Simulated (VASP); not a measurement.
# SiC (R-3m) in VASP: a series of runs, part 2 of 2

VASP 6.6.1. The steps go on from the part before.

## (3) Single point, r2SCAN (volume changed by -6%)

The input, POSCAR:

```
SiC
1.0
    1.5101179790      0.8718670217      5.2126003613
   -1.5101179790      0.8718670217      5.2126003613
    0.0000000000     -1.7437340434      5.2126003612
C Si
2 2
Direct
    0.4491910690      0.4491910690      0.4491910690
    0.5508089310      0.5508089310      0.5508089310
    0.9254740593      0.9254740593      0.9254740593
    0.0745259407      0.0745259407      0.0745259407
```

The input, INCAR.step1:

```
SYSTEM = SiC
PREC     = Accurate       ! precision mode
ENCUT    = 520            ! plane-wave cutoff, eV
ISMEAR   = 0              ! smearing method
SIGMA    = 0.01           ! smearing width, eV
LREAL    = .False.        ! projectors in reciprocal space
LASPH    = .True.         ! aspherical terms in the spheres
NELM     = 80             ! most SCF steps
NBANDS   = 16             ! bands
GGA      = PE             ! functional
ALGO     = Normal         ! electronic algorithm
EDIFF    = 1E-4           ! SCF threshold, eV
LWAVE    = .True.         ! write WAVECAR
LCHARG   = .False.        ! write CHGCAR
```

The input, INCAR.step2:

```
SYSTEM = SiC
PREC     = Accurate       ! precision mode
ENCUT    = 520            ! plane-wave cutoff, eV
EDIFF    = 1E-6           ! SCF threshold, eV
ISMEAR   = 0              ! smearing method
SIGMA    = 0.01           ! smearing width, eV
LREAL    = .False.        ! projectors in reciprocal space
LASPH    = .True.         ! aspherical terms in the spheres
NELM     = 80             ! most SCF steps
ALGO     = Normal         ! electronic algorithm
ISIF     = 2              ! what is computed and relaxed
LWAVE    = .False.        ! write WAVECAR
LCHARG   = .False.        ! write CHGCAR
METAGGA  = R2SCAN         ! meta-GGA
LMIXTAU  = .True.       
NBANDS   = 16             ! bands
ISTART   = 1
```

The input, KPOINTS:

```
Automatic mesh
0
Gamma
  8 8 8
  0 0 0
```

Potentials or basis: VASP PAW PBE potentials, release 64 (C, Si).

Started as:

```sh
> cat potpaw_PBE.64/C/POTCAR potpaw_PBE.64/Si/POTCAR > POTCAR
> cp INCAR.step1 INCAR
> mpirun -np 1 vasp_std > vasp.out
> cp INCAR.step2 INCAR
> mpirun -np 1 vasp_std > vasp.out
```

It took 6.5 min on 1 thread of Intel Xeon 6975P-C, shared host; peak memory 0.29 GiB.

The run converged. Its results:

```
Free energy            : -37.0154 eV
Pressure               : 14.3 GPa
Largest force          : 0.304 eV/Å
Band gap on the k mesh : 0.60 eV, indirect (least direct gap 2.06 eV)
```

Forces in eV/Å, atoms in the order of the input:
```
C    0.000  0.000 -0.072
C    0.000  0.000  0.072
Si   0.000  0.000  0.304
Si   0.000  0.000 -0.304
```

Stress tensor (GPa, compression positive):
```
14.27  0.00  0.00
 0.00 14.27  0.00
 0.00  0.00 14.47
```

Levels at points of the mesh, in eV from the valence-band top:
| k point | band 5 | band 6 | band 7 | band 8 | band 9 | band 10 | band 11 | band 12 |
| --- | --- | --- | --- | --- | --- | --- | --- | --- |
| (0.00, 0.00, 0.00) | -2.90 | -1.03 | 0.00 | 0.00 | 4.30 | 4.41 | 6.80 | 6.80 |
| (0.50, 0.00, 0.00) | -6.02 | -4.62 | -4.25 | -2.13 | 2.49 | 4.35 | 4.60 | 7.63 |
| (0.50, 0.50, 0.00) | -5.30 | -4.82 | -1.59 | -1.47 | 0.60 | 2.38 | 5.17 | 6.28 |
| (0.50, 0.50, 0.50) | -2.91 | -2.91 | -0.05 | -0.05 | 4.38 | 6.38 | 6.38 | 6.46 |

Caveat: the cell differs from its parent crystal (volume changed by -6%); the PAW data sets were made with another functional, which shifts forces and pressure a little. A k mesh can miss the band edges.

## (4) Single point, r2SCAN (volume changed by -3%)

The input, POSCAR:

```
SiC
1.0
    1.5260151259      0.8810452437      5.2674738712
   -1.5260151259      0.8810452437      5.2674738712
    0.0000000000     -1.7620904875      5.2674738712
C Si
2 2
Direct
    0.4491910690      0.4491910690      0.4491910690
    0.5508089310      0.5508089310      0.5508089310
    0.9254740593      0.9254740593      0.9254740593
    0.0745259407      0.0745259407      0.0745259407
```

The input, INCAR.step1:

```
SYSTEM = SiC
PREC = Accurate ; ENCUT = 520
ISMEAR = 0 ; SIGMA = 0.01
LREAL = .False. ; LASPH = .True.
NELM = 60 ; NBANDS = 16
GGA = PE ; ALGO = Normal
EDIFF = 1E-4 ; LWAVE = .True.
LCHARG = .False.
```

The input, INCAR.step2:

```
SYSTEM = SiC
PREC = Accurate ; ENCUT = 520
EDIFF = 1E-6 ; ISMEAR = 0
SIGMA = 0.01 ; LREAL = .False.
LASPH = .True. ; NELM = 60
ALGO = Normal ; ISIF = 2
LWAVE = .False. ; LCHARG = .True.
METAGGA = R2SCAN ; LMIXTAU = .True.
LELF = .True. ; LVHAR = .True.
NBANDS = 16 ; ISTART = 1
```

KPOINTS is that of step 3.

Potentials or basis: VASP PAW PBE potentials, release 64 (C, Si).

Started as:

```sh
> cat potpaw_PBE.64/C/POTCAR potpaw_PBE.64/Si/POTCAR > POTCAR
> cp INCAR.step1 INCAR
> mpirun -np 1 vasp_std > vasp.out
> cp INCAR.step2 INCAR
> mpirun -np 1 vasp_std > vasp.out
```

OUTCAR:

```text
SYSTEM = SiC
   PREC = Accurate
   ENCUT = 520
   EDIFF = 1E-6
   ISMEAR = 0
   LREAL = .False.
   LASPH = .True.
   NELM = 60
   ISIF = 2
   METAGGA = R2SCAN
   ISTART = 1

 ion  position               nearest neighbor table
   1  0.449  0.449  0.449-   2 1.61   4 1.88   4 1.88   4 1.88
   2  0.551  0.551  0.551-   1 1.61   3 1.88   3 1.88   3 1.88
   3  0.925  0.925  0.925-   2 1.88   2 1.88   2 1.88   4 2.36
   4  0.075  0.075  0.075-   1 1.88   1 1.88   1 1.88   3 2.36

  LATTYP: Found a trigonal (rhomboedric) cell.
 ALAT       =     5.5543896037
 COS(alpha) =     0.8490354441

[... 648 lines left out ...]
 [... further k-points ...]
[... 5 lines left out ...]
  --------------------------------------------------------------------------------------
  -------------------------------------------------------------------------------------
  Total        1.7331548      1.7331548      1.7476559      0.0000000     -0.0000000      0.0000000
  in kB       65.3487450     65.3487450     65.8955108      0.0000000     -0.0000000      0.0000000
  external PRESSURE =      65.5310003 kB  Pullay stress =       0.0000000 kB

 VOLUME and BASIS-vectors are now :
 -----------------------------------------------------------------------------
  energy-cutoff  :      520.00
  volume of cell :       42.49
      direct lattice vectors                 reciprocal lattice vectors
     1.526015126  0.881045244  5.267473871     0.327650750  0.189169249  0.063281440
    -1.526015126  0.881045244  5.267473871    -0.327650750  0.189169249  0.063281440
     0.000000000 -1.762090488  5.267473871     0.000000000 -0.378338497  0.063281440

 POSITION                                       TOTAL-FORCE (eV/Angst)
 -----------------------------------------------------------------------------------
      0.00000     -0.00000      7.09831         0.000000      0.000000     -0.054165
      0.00000     -0.00000      8.70411         0.000000     -0.000000      0.054165
      0.00000     -0.00000     14.62473         0.000000     -0.000000      0.148336
      0.00000     -0.00000      1.17769         0.000000      0.000000     -0.148336
 -----------------------------------------------------------------------------------
    total drift:                               -0.000000     -0.000000      0.000000

  FREE ENERGIE OF THE ION-ELECTRON SYSTEM (eV)
  ---------------------------------------------------
  free  energy   TOTEN  =       -37.1007088614 eV

  energy  without entropy=      -37.1007088614  energy(sigma->0) =      -37.10070886
```

OUTCAR.step1:

```text
SYSTEM = SiC
   PREC = Accurate
   ENCUT = 520
   ISMEAR = 0
   LREAL = .False.
   LASPH = .True.
   NELM = 60
[... 685 lines left out ...]
      0.00000     -0.00000      8.70411         0.000000      0.000000     -0.219227
      0.00000     -0.00000     14.62473         0.000000     -0.000000      0.278293
      0.00000     -0.00000      1.17769         0.000000      0.000000     -0.278293
 -----------------------------------------------------------------------------------
    total drift:                               -0.000000     -0.000000      0.000000

  FREE ENERGIE OF THE ION-ELECTRON SYSTEM (eV)
  ---------------------------------------------------
  free  energy   TOTEN  =       -28.7369660173 eV

  energy  without entropy=      -28.7369660173  energy(sigma->0) =      -28.73696602
```

Run time: 6.3 min. Hardware: 1 thread of Intel Xeon 6975P-C, shared host; peak memory 0.29 GiB.

What came out:

- Free energy: -37.1007 eV
- Pressure: 6.6 GPa
- Largest force: 0.148 eV/Å
- Band gap on the k mesh: 0.65 eV, indirect (least direct gap 2.09 eV)

Forces on the atoms (eV/Å):
```
C    0.000  0.000 -0.054
C    0.000  0.000  0.054
Si   0.000  0.000  0.148
Si   0.000  0.000 -0.148
```

Levels at points of the mesh, in eV from the valence-band top:
| k point | band 5 | band 6 | band 7 | band 8 | band 9 | band 10 | band 11 | band 12 |
| --- | --- | --- | --- | --- | --- | --- | --- | --- |
| (0.00, 0.00, 0.00) | -2.82 | -1.00 | 0.00 | 0.00 | 4.16 | 4.21 | 6.62 | 6.62 |
| (0.50, 0.00, 0.00) | -5.89 | -4.49 | -4.18 | -2.09 | 2.46 | 4.32 | 4.61 | 7.46 |
| (0.50, 0.50, 0.00) | -5.16 | -4.70 | -1.57 | -1.44 | 0.65 | 2.37 | 4.95 | 6.21 |
| (0.50, 0.50, 0.50) | -2.82 | -2.82 | -0.06 | -0.06 | 4.20 | 6.25 | 6.25 | 6.27 |

Caveat: the cell differs from its parent crystal (volume changed by -3%); the PAW data sets were made with another functional, which shifts forces and pressure a little.

## (5) Single point, r2SCAN

This run uses another cell than the first one, of 10.95 Å³/atom, 0.931 times its volume.

The input, POSCAR:

```
SiC
1.0
    1.5415877844      0.8900361223      5.3212273172
   -1.5415877844      0.8900361223      5.3212273172
    0.0000000000     -1.7800722446      5.3212273172
C Si
2 2
Direct
    0.4491910690      0.4491910690      0.4491910690
    0.5508089310      0.5508089310      0.5508089310
    0.9254740593      0.9254740593      0.9254740593
    0.0745259407      0.0745259407      0.0745259407
```

The input, INCAR.step1:

```
SYSTEM = SiC
PREC = Accurate ; ENCUT = 520
ISMEAR = 0 ; SIGMA = 0.01
LREAL = .FALSE. ; LASPH = .TRUE.
NELM = 80 ; NBANDS = 16
GGA = PE ; ALGO = Normal
EDIFF = 1E-4 ; LWAVE = .TRUE.
LCHARG = .FALSE.
```

The input, INCAR.step2:

```
SYSTEM = SiC
PREC = Accurate ; ENCUT = 520
EDIFF = 1E-6 ; ISMEAR = 0
SIGMA = 0.01 ; LREAL = .FALSE.
LASPH = .TRUE. ; NELM = 80
ALGO = Normal ; ISIF = 2
LWAVE = .FALSE. ; LCHARG = .FALSE.
METAGGA = R2SCAN ; LMIXTAU = .TRUE.
NBANDS = 16 ; ISTART = 1
```

The input, KPOINTS:

```
regular mesh
0
G
  8 8 8
  0 0 0
```

Started as:

```sh
> cat potpaw_PBE.64/C/POTCAR potpaw_PBE.64/Si/POTCAR > POTCAR
> cp INCAR.step1 INCAR
> mpirun -np 1 vasp_std > vasp.out
> cp INCAR.step2 INCAR
> mpirun -np 1 vasp_std > vasp.out
```

Run time: 6 min. Hardware: 1 thread of Intel Xeon 6975P-C, shared host; peak memory 0.29 GiB.

The run converged. Its results:

| Quantity | Value |
| --- | --- |
| Free energy | -37.1266 eV |
| Pressure | -0.2 GPa |
| Largest force | 0.036 eV/Å |
| Band gap on the k mesh | 0.70 eV, indirect (least direct gap 2.12 eV) |

Forces in eV/Å, atoms in the order of the input:
```
C    0.000  0.000 -0.036
C    0.000  0.000  0.036
Si   0.000  0.000  0.007
Si   0.000  0.000 -0.007
```

Levels at points of the mesh, in eV from the valence-band top:
```csv
k point,band 6,band 7,band 8,band 9,band 10,band 11
"(0.00, 0.00, 0.00)",-0.97,0.00,0.00,4.02,4.03,6.46
"(0.50, 0.00, 0.00)",-4.37,-4.11,-2.06,2.43,4.28,4.62
"(0.50, 0.50, 0.00)",-4.57,-1.55,-1.42,0.70,2.36,4.73
"(0.50, 0.50, 0.50)",-2.73,-0.06,-0.06,4.02,6.09,6.14
```

Caveat: the PAW data sets were made with another functional, which shifts forces and pressure a little.

## (6) Summary

```csv
level,cell,gap on the mesh (eV),pressure (GPa),largest force (eV/Å)
PBE,"a = 5.744 Å, angles 31.9°, 4 atoms",0.53,-10.2,0.24
r2SCAN,"a = 5.497 Å, angles 31.9°, 4 atoms",0.60,14.3,0.30
r2SCAN,"a = 5.554 Å, angles 31.9°, 4 atoms",0.65,6.6,0.15
r2SCAN,"a = 5.611 Å, angles 31.9°, 4 atoms",0.70,-0.2,0.04
```

Alike in all rows: task single point; potentials or basis VASP PAW PBE potentials, release 64 (C, Si); no spin polarisation; k mesh 8 × 8 × 8; cutoff (eV) 520; smearing gaussian 0.01 eV.

Caveats: the PAW data sets were made with another functional, which shifts forces and pressure a little (some runs).

Total energies depend on the potentials used, so only differences within one code and one set of settings carry meaning.
